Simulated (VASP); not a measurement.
Runs of VASP 6.6.1 on AlCo. The structure is that of space group Pm-3m (No. 221), or close to it. The cells are those of the table. 

| task | spin | cell | k mesh | cutoff (eV) | smearing | ions in elastic constants | k mesh for the DOS | occupations for the DOS | gap on the mesh (eV) | pressure (GPa) | moment (μB) |
| --- | --- | --- | --- | --- | --- | --- | --- | --- | --- | --- | --- |
| single point | off | a = 2.854 Å, 2 atoms | 14 × 14 × 14 | 520 | fermi-dirac 0.15 eV | - | - | - | none | 0.0 | - |
| relaxation of cell and atoms | off | relaxed from a = 2.852 Å, 2 atoms | 14 × 14 × 14 | 600 | fermi-dirac 0.15 eV | - | - | - | none | 0.0 | - |
| single point | collinear, ferromagnetic start | a = 2.819 Å, 2 atoms | 6 × 6 × 6 | 520 | gaussian 0.1 eV | - | - | - | none | (a) | 0.07 |
| single point | collinear, ferrimagnetic start | a = 2.852 Å, 2 atoms | 14 × 14 × 14 | 520 | gaussian 0.1 eV | - | - | - | none | 0.0 | 0.00 |

Alike in all rows: level PBE; potentials or basis VASP PAW PBE potentials, release 64 (Al, Co).

Question: Fill in the values left out.

Answer: (a) 7.0.

Caveats: some runs use coarse meshes.

A gap of «none» marks levels without a gap at the run's occupations.
